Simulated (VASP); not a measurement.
# Si2Mo (P6_222) in VASP: a series of runs

The runs below take Si2Mo through single point, with LDA, PBE, r2SCAN.

Program: VASP 6.6.1. These are calculated values, not measurements. Logs are shortened: lines on timing, memory, paths and dates and some standing lists are left out, and cuts for length are marked.

## (1) The cell of the first run

It takes space group P6_222 (No. 180, hexagonal). The conventional cell has a = 4.584 Å, b = 4.584 Å, c = 6.577 Å, α = 90.00°, β = 90.00°, γ = 120.00°. Si (site symmetry 2) has 9 Si at 2.55 to 3.20 Å and 5 Mo at 2.57 to 2.67 Å within 3.4 Å. Mo (site symmetry 222) has 10 Si at 2.57 to 2.67 Å and 4 Mo at 3.17 Å within 3.4 Å.

## (2) Single point, LDA

Input file INCAR:

```
SYSTEM = Si2Mo
  ALGO = Normal
  EDIFF = 1E-7
  ENCUT = 520
  GGA = CA
  ISIF = 2
  ISMEAR = -1
  LASPH = .TRUE.
  LCHARG = .FALSE.
  LREAL = .FALSE.
  LWAVE = .FALSE.
  NBANDS = 43
  NELM = 80
  PREC = Accurate
  SIGMA = 0.02
```

Input file KPOINTS:

```
k-points
0
G
  6 6 4
  0 0 0
```

Input file POSCAR:

```
Si2Mo
1.0
    4.5840216862      0.0000000000      0.0000000000
   -2.2920108431      3.9698792317      0.0000000000
    0.0000000000      0.0000000000      6.5770742336
Si Mo
6 3
Direct
    0.1638644045      0.8361355955      0.8333333333
    0.3277288090      0.1638644045      0.1666666667
    0.8361355955      0.6722711910      0.5000000000
    0.8361355955      0.1638644045      0.8333333333
    0.6722711910      0.8361355955      0.1666666667
    0.1638644045      0.3277288090      0.5000000000
    0.5000000000      0.0000000000      0.5000000000
    0.0000000000      0.5000000000      0.1666666667
    0.5000000000      0.5000000000      0.8333333333
```

Potentials or basis: VASP PAW LDA potentials, release 64 (Si, Mo_sv).

Launch:

```bash
> cat potpaw_LDA.64/Si/POTCAR potpaw_LDA.64/Mo_sv/POTCAR > POTCAR
> mpirun -np 1 vasp_std > vasp.out
```

OUTCAR:

```text
SYSTEM = Si2Mo
   EDIFF = 1E-7
   ENCUT = 520
   GGA = CA
   ISIF = 2
   ISMEAR = -1
   LASPH = .TRUE.
   LREAL = .FALSE.
   NELM = 80
   PREC = Accurate

 ion  position               nearest neighbor table
   1  0.164  0.836  0.833-   3 2.55   2 2.55   7 2.57   8 2.57   4 2.60   9 2.64   9 2.64   9 2.67
                             4 2.67   4 2.67   6 3.14   5 3.14
   2  0.328  0.164  0.167-   6 2.55   1 2.55   7 2.57   9 2.57   5 2.60   8 2.64   8 2.64   8 2.67
                             5 2.67   5 2.67   3 3.14   4 3.14
   3  0.836  0.672  0.500-   5 2.55   1 2.55   9 2.57   8 2.57   6 2.60   7 2.64   7 2.64   7 2.67
                             6 2.67   6 2.67   4 3.14   2 3.14
   4  0.836  0.164  0.833-   6 2.55   5 2.55   7 2.57   8 2.57   1 2.60   9 2.64   9 2.64   9 2.67
                             1 2.67   1 2.67   3 3.14   2 3.14
   5  0.672  0.836  0.167-   3 2.55   4 2.55   7 2.57   9 2.57   2 2.60   8 2.64   8 2.64   8 2.67
                             2 2.67   2 2.67   6 3.14   1 3.14
   6  0.164  0.328  0.500-   2 2.55   4 2.55   9 2.57   8 2.57   3 2.60   7 2.64   7 2.64   7 2.67
                             3 2.67   3 2.67   5 3.14   1 3.14
   7  0.500  0.000  0.500-   1 2.57   4 2.57   2 2.57   5 2.57   3 2.64   6 2.64   6 2.64   3 2.64
                             6 2.67   3 2.67   8 3.17   9 3.17   9 3.17   8 3.17
   8  0.000  0.500  0.167-   3 2.57   6 2.57   4 2.57   1 2.57   2 2.64   5 2.64   2 2.64   5 2.64
                             5 2.67   2 2.67   7 3.17   7 3.17   9 3.17   9 3.17
   9  0.500  0.500  0.833-   3 2.57   6 2.57   5 2.57   2 2.57   4 2.64   1 2.64   1 2.64   4 2.64
                             1 2.67   4 2.67   7 3.17   7 3.17   8 3.17   8 3.17

  LATTYP: Found a hexagonal cell.
 ALAT       =     4.5840216862
 C/A-ratio  =     1.4347825302

  Lattice vectors:

 A1 = (   4.5840216862,   0.0000000000,   0.0000000000)
 A2 = (  -2.2920108431,   3.9698792317,   0.0000000000)
 A3 = (   0.0000000000,   0.0000000000,   6.5770742336)

Analysis of symmetry for initial positions (statically):
=====================================================================
 Subroutine PRICEL returns:
 Original cell was already a primitive cell.

 Routine SETGRP: Setting up the symmetry group for a
 hexagonal supercell.

 Subroutine GETGRP returns: Found 12 space group operations
 (whereof  4 operations were pure point group operations)
 out of a pool of 24 trial point group operations.

The static configuration has the point symmetry D_2 .
 The point group associated with its full space group is D_6 .

Analysis of symmetry for dynamics (positions and initial velocities):
=====================================================================
 Subroutine PRICEL returns:
 Original cell was already a primitive cell.

 Routine SETGRP: Setting up the symmetry group for a
 hexagonal supercell.

[... 129 lines left out ...]
   EFERMI =   0.00;   METHOD = LEGACY
   ISMEAR =    -1;   SIGMA  =   0.02  broadening in eV -4-tet -1-fermi 0-gaus
   EFERMI_NEDOS =   21; number of points for ismear=-14 and -15
   IALGO  =     38    algorithm
   IMIX   =      4    mixing-type and parameters
     AMIX     =   0.40;   BMIX     =  1.00
     AMIX_MAG =   1.60;   BMIX_MAG =  1.00
  volume/ion in A,a.u.               =      13.30        89.75
  Fermi-wavevector in a.u.,A,eV,Ry     =   1.342468  2.536896 24.520692  1.802220
  Thomas-Fermi vector in A             =   2.470619
   LORBIT       =      0    0 simple, 1 ext, 2 COOP (PROOUT), +10 PAW based schemes
   GGA     = CA    functional components
   LHFCALC =     F    Hartree Fock is set to
   AEXX    =    0.0000 exact exchange contribution
   IVDW    =     0    specifies the selected vdW correction
   LEPSILON=     F    determine dielectric tensor
   LRPA    =     F    only Hartree local field effects (RPA)
 non-spin polarized calculation
  energy-cutoff  :      520.00
  volume of cell :      119.69
 maximum number of plane-waves:      3300
 NGX is ok and might be reduce to    36
   NGX = 17   NGY = 17   NGZ = 25

 number of electron      65.9999996 magnetization

 Free energy of the ion-electron system (eV)
  ---------------------------------------------------
  ext. energy  EPLUGINS =         0.00000000
  ---------------------------------------------------
  free energy    TOTEN  =       -77.18173640 eV

  energy without entropy =      -77.18063436  energy(sigma->0) =      -77.18118538

 E-fermi :  12.8873     XC(G=0): -12.5899

 val. band max:       12.8770618707   @ k =   0.5000   0.0000   0.5000
 cond. band min:      12.8976090959   @ k =   0.5000   0.0000   0.0000
 fundamental gap:      0.0205472251
 Fermi energy:        12.8873354680

 k-point     1 :       0.0000    0.0000    0.0000
  band No.  band energies     occupation
      1     -47.9317      2.00000
      2     -47.9003      2.00000
      3     -47.9003      2.00000
      4     -22.3650      2.00000
      5     -22.3627      2.00000
      6     -22.3627      2.00000
[... 955 lines left out ...]
     42      16.0979      0.00000
     43      16.2922      0.00000

------------------------ aborting loop because EDIFF is reached ----------------------------------------

  FORCE on cell =-STRESS in cart. coord.  units (eV):
  Direction    XX          YY          ZZ          XY          YZ          ZX
  --------------------------------------------------------------------------------------
  -------------------------------------------------------------------------------------
  Total       -2.9914363     -2.9914363     -3.2392199      0.0000000      0.0000000      0.0000000
  in kB      -40.0436479    -40.0436479    -43.3605030      0.0000000      0.0000000      0.0000000
  external PRESSURE =     -41.1492663 kB  Pullay stress =       0.0000000 kB

 VOLUME and BASIS-vectors are now :
 -----------------------------------------------------------------------------
  energy-cutoff  :      520.00
  volume of cell :      119.69
      direct lattice vectors                 reciprocal lattice vectors
     4.584021686  0.000000000  0.000000000     0.218149055  0.125948416  0.000000000
    -2.292010843  3.969879232  0.000000000     0.000000000  0.251896832  0.000000000
     0.000000000  0.000000000  6.577074234     0.000000000  0.000000000  0.152043289

 POSITION                                       TOTAL-FORCE (eV/Angst)
 -----------------------------------------------------------------------------------
     -1.16527      3.31936      5.48090         0.042288     -0.024415     -0.000000
      1.12674      0.65052      1.09618         0.042288      0.024415     -0.000000
      2.29201      2.66884      3.28854         0.000000     -0.048830     -0.000000
      3.45728      0.65052      5.48090        -0.042288      0.024415     -0.000000
      1.16527      3.31936      1.09618        -0.042288     -0.024415     -0.000000
      0.00000      1.30104      3.28854        -0.000000      0.048830     -0.000000
      2.29201      0.00000      3.28854        -0.000000      0.000000     -0.000000
     -1.14601      1.98494      1.09618        -0.000000      0.000000      0.000000
      1.14601      1.98494      5.48090        -0.000000      0.000000      0.000000
 -----------------------------------------------------------------------------------
    total drift:                               -0.000000     -0.000000      0.000001

  FREE ENERGIE OF THE ION-ELECTRON SYSTEM (eV)
  ---------------------------------------------------
  free  energy   TOTEN  =       -77.1817364005 eV

  energy  without entropy=      -77.1806343585  energy(sigma->0) =      -77.18118538
```

OSZICAR:

```text
N       E                     dE             d eps       ncg     rms          rms(c)
DAV:   1     0.580154139891E+03    0.58015E+03   -0.36345E+04  1918   0.149E+03
DAV:   2    -0.466776102157E+02   -0.62683E+03   -0.60702E+03  1928   0.415E+02
DAV:   3    -0.790477777539E+02   -0.32370E+02   -0.31542E+02  2332   0.787E+01
DAV:   4    -0.797391589590E+02   -0.69138E+00   -0.68676E+00  2236   0.104E+01
DAV:   5    -0.797480264061E+02   -0.88674E-02   -0.88526E-02  2190   0.134E+00    0.386E+01
DAV:   6    -0.776523315419E+02    0.20957E+01   -0.15778E+01  2182   0.196E+01    0.810E+00
DAV:   7    -0.773102307632E+02    0.34210E+00   -0.26858E+00  2111   0.800E+00    0.845E+00
DAV:   8    -0.771830141007E+02    0.12722E+00   -0.37685E-01  2150   0.332E+00    0.566E-01
DAV:   9    -0.771824312376E+02    0.58286E-03   -0.17139E-02  2356   0.520E-01    0.387E-01
DAV:  10    -0.771819161588E+02    0.51508E-03   -0.44452E-03  2185   0.399E-01    0.157E-01
DAV:  11    -0.771817384125E+02    0.17775E-03   -0.94360E-04  2164   0.168E-01    0.261E-02
DAV:  12    -0.771817370491E+02    0.13634E-05   -0.35772E-05  2116   0.295E-02    0.152E-02
DAV:  13    -0.771817363871E+02    0.66199E-06   -0.28484E-06  2145   0.790E-03    0.242E-03
DAV:  14    -0.771817364005E+02   -0.13422E-07   -0.93205E-08  1358   0.159E-03
   1 F= -.77181736E+02 E0= -.77181185E+02  d E =-.110204E-02
```

Wall time 46 s (1 thread of Intel Xeon 6975P-C (Granite Rapids), shared host); peak memory 0.24 GiB.

Results:

| Quantity | Value |
| --- | --- |
| Free energy | -77.1817 eV |
| Pressure | -4.1 GPa |
| Largest force | 0.049 eV/Å |
| Band gap on the k mesh | 0.02 eV (least direct gap 0.50 eV) |

Forces on the atoms (eV/Å):
```
Si   0.042 -0.024  0.000
Si   0.042  0.024  0.000
Si   0.000 -0.049  0.000
Si  -0.042  0.024  0.000
Si  -0.042 -0.024  0.000
Si   0.000  0.049  0.000
Mo   0.000  0.000  0.000
Mo   0.000  0.000  0.000
Mo   0.000  0.000  0.000
```

Caveat: the cell stands under tension.

## (3) Single point, PBE

This run uses another cell than the first one, of 13.53 Å³/atom.

Input file INCAR:

```
PREC     = Accurate       # precision mode
ENCUT    = 520            # plane-wave cutoff, eV
EDIFF    = 1E-6           # SCF threshold, eV
ISMEAR   = -1             # smearing method
SIGMA    = 0.02           # smearing width, eV
LREAL    = False          # projectors in reciprocal space
LASPH    = True           # aspherical terms in the spheres
NELM     = 100            # most SCF steps
ALGO     = Normal         # electronic algorithm
ISIF     = 2              # what is computed and relaxed
LWAVE    = False          # write WAVECAR
LCHARG   = False          # write CHGCAR
GGA      = PE             # functional
NBANDS   = 43             # bands
```

Input file KPOINTS:

```
regular mesh
0
Gamma
  6 6 4
```

Input file POSCAR:

```
Si2Mo
1.0
    4.6130404354      0.0000000000      0.0000000000
   -2.3065202177      3.9950102057      0.0000000000
    0.0000000000      0.0000000000      6.6095700353
Si Mo
6 3
Direct
    0.1639754872      0.8360245128      0.8333333333
    0.3279509744      0.1639754872      0.1666666667
    0.8360245128      0.6720490256      0.5000000000
    0.8360245128      0.1639754872      0.8333333333
    0.6720490256      0.8360245128      0.1666666667
    0.1639754872      0.3279509744      0.5000000000
    0.5000000000      0.0000000000      0.5000000000
    0.0000000000      0.5000000000      0.1666666667
    0.5000000000      0.5000000000      0.8333333333
```

Potentials or basis: VASP PAW PBE potentials, release 64 (Si, Mo_sv).

Launch:

```bash
> cat potpaw_PBE.64/Si/POTCAR potpaw_PBE.64/Mo_sv/POTCAR > POTCAR
> mpirun -np 1 vasp_std > vasp.out
```

It took 44 s on 1 thread of Intel Xeon 6975P-C (Granite Rapids), shared host; peak memory 0.28 GiB.

The run converged. Its results:

```yaml
Free_energy: -69.5377 eV
Pressure: 0.2 GPa
Largest_force: 0.003 eV/Å
Band_gap_on_the_k_mesh: 0.06 eV (least direct gap 0.52 eV)
```

Forces in eV/Å, atoms in the order of the input:
```
Si  -0.003  0.002  0.000
Si  -0.003 -0.002  0.000
Si   0.000  0.003  0.000
Si   0.003 -0.002  0.000
Si   0.003  0.002  0.000
Si   0.000 -0.003  0.000
Mo   0.000  0.000  0.000
Mo   0.000  0.000  0.000
Mo   0.000  0.000  0.000
```

Levels at points of the mesh, in eV from the valence-band top:
```
           k point  band 30  band 31  band 32  band 33  band 34  band 35  band 36  band 37
(0.00, 0.00, 0.00)    -2.99    -2.73    -2.09    -0.80     1.94     2.29     2.29     2.35
(0.50, 0.00, 0.00)    -2.10    -1.54    -1.04    -0.64     0.06     0.68     0.83     1.27
(0.00, 0.00, 0.50)    -2.31    -2.09    -0.71    -0.71     1.77     2.19     2.19     2.23
(0.50, 0.00, 0.50)    -2.65    -1.93    -1.23     0.00     0.52     1.06     1.30     1.31
```

[end of part 1 of 2]
